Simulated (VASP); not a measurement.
BaTiO3, 5 atoms in the cell. Symmetry: Amm2, No. 38, orthorhombic system. The conventional cell has a = 3.959 Å, b = 5.636 Å, c = 5.652 Å, α = 90.00°, β = 90.00°, γ = 90.00°. Ba (site symmetry mm2) has 12 O at 2.75 to 2.90 Å and 8 Ti at 3.39 to 3.51 Å within 3.6 Å. Ti (site symmetry mm2) has 6 O at 1.91 to 2.08 Å within 2.5 Å. Within 2.5 Å of O (site symmetry m) lie 2 Ti at 1.91 to 2.08 Å. Within 2.6 Å of O (site symmetry mm2) lie 2 Ti at 1.98 Å. 

| Property | Result |
| --- | --- |
| Program | VASP 6.6.1 |
| Task | single point |
| Functional | PBE |
| Potentials or basis | VASP PAW PBE potentials, release 64 (Ba_sv, Ti_sv, O) |
| Cutoff | 520 eV |
| k mesh | 7 × 7 × 7 |
| Occupations | fermi-dirac, width 0.05 eV |
| Spin | no spin polarisation |
| Dipole correction | no |
| Further INCAR settings | ALGO = Normal; EDIFF = 1e-07; NBANDS = 28 |

Potentials or basis: VASP PAW PBE potentials, release 64 (Ba_sv, Ti_sv, O).

Run with:

```bash
$ cat potpaw_PBE.64/Ba_sv/POTCAR potpaw_PBE.64/Ti_sv/POTCAR potpaw_PBE.64/O/POTCAR > POTCAR
$ mpirun -np 1 vasp_std > vasp.out
```

Hardware: 1 thread of Intel Xeon 8259CL, with other jobs on the host.

Problem. How long does it take, and how much memory?

Solution. Wall time 4 min on 1 thread of Intel Xeon 8259CL, on a shared host, peak memory 0.25 GiB. Counts: scf iterations 18, k points 64.
